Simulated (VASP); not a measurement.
# La2O3: single point with PBE

The system is La2O3.

```
La O
1.0
     3.94041    0.00000    0.00000
    -1.97020    3.41250    0.00000
     0.00000    0.00000    6.18752
La O
2 3
Direct
  0.66667 0.33333 0.75263
  0.33333 0.66667 0.24737
  0.66667 0.33333 0.35470
  0.33333 0.66667 0.64530
  0.00000 0.00000 0.00000
```

```
Program                : VASP 6.6.1
Task                   : single point
Functional             : PBE
Potentials or basis    : VASP PAW PBE potentials, release 64 (La, O)
Cutoff                 : 520 eV
k mesh                 : 6 × 6 × 4
Occupations            : gaussian, width 0.01 eV
Spin                   : no spin polarisation
Dipole correction      : no
Further INCAR settings : ALGO = Normal; EDIFF = 1e-07; NBANDS = 28
```

```
Pressure               : -0.3 GPa
Largest force          : 0.013 eV/Å
Band gap on the k mesh : 3.85 eV (least direct gap 3.98 eV)
```

Forces in eV/Å, atoms in the order of the input:
```
La   0.000  0.000 -0.013
La   0.000  0.000  0.013
O    0.000  0.000 -0.005
O    0.000  0.000  0.005
O    0.000  0.000  0.000
```

Levels at points of the mesh, in eV from the valence-band top:
```
           k point  band 16  band 17  band 18  band 19  band 20  band 21  band 22  band 23  band 24  band 25
(0.00, 0.00, 0.00)    -2.07    -1.61    -0.34    -0.34    -0.08     4.26     4.62     4.62     5.07     5.30
(0.50, 0.00, 0.00)    -0.74    -0.71    -0.64    -0.40    -0.28     3.85     4.68     5.10     5.16     5.21
(0.00, 0.00, 0.50)    -1.86    -0.97    -0.74    -0.26    -0.26     4.65     4.73     4.73     4.88     5.33
(0.50, 0.00, 0.50)    -0.97    -0.94    -0.67    -0.35     0.00     4.36     4.59     5.01     5.14     5.21
```

Run time: 83 s on 1 thread of AMD EPYC 7R43 64-Core Processor (Zen 3), on a shared host, peak memory 0.19 GiB.

Caveat: spin-orbit coupling is left out, which moves the levels of the heavy elements. A k mesh can miss the band edges.
